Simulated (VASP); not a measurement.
Input of a VASP 6.6.1 run:

INCAR

```
SYSTEM = Si2Ni
ALGO     = Normal         ! electronic algorithm
EDIFF    = 1E-6           ! SCF threshold, eV
ENCUT    = 600            ! plane-wave cutoff, eV
GGA      = PS             ! functional
GGA_COMPAT= .FALSE.      
ISIF     = 2              ! what is computed and relaxed
ISMEAR   = 0              ! smearing method
LASPH    = .TRUE.         ! aspherical terms in the spheres
LCHARG   = .FALSE.        ! write CHGCAR
LREAL    = .FALSE.        ! projectors in reciprocal space
LWAVE    = .FALSE.        ! write WAVECAR
NBANDS   = 16             ! bands
NELM     = 120            ! most SCF steps
PREC     = Accurate       ! precision mode
SIGMA    = 0.1            ! smearing width, eV
```

Contents of KPOINTS:

```
k-points
0
G
  14 14 14
  0 0 0
```

File POSCAR:

```
Si2Ni
1.0
    0.0000000000      2.6956709942      2.6956709942
    2.6956709942      0.0000000000      2.6956709942
    2.6956709942      2.6956709942      0.0000000000
Si Ni
2 1
Direct
    0.2500000000      0.2500000000      0.2500000000
    0.7500000000      0.7500000000      0.7500000000
    0.0000000000      0.0000000000      0.0000000000
```

Potentials or basis: VASP PAW PBE potentials, release 64 (Si, Ni).

The run is started by

```console
$ cat potpaw_PBE.64/Si/POTCAR potpaw_PBE.64/Ni/POTCAR > POTCAR
$ mpirun -np 1 vasp_std > vasp.out
```

Q: Estimate the pressure.

A: 0.0 GPa.

Q: Estimate the band gap on the k mesh.

A: Zero (band 9 reaches 12.21 eV, above the bottom of band 10 at 10.08 eV).

Caveat: the PAW data sets were made with another functional, which shifts forces and pressure a little. Spin polarisation is off, so any magnetic state and its effect on volume and gap are missing.
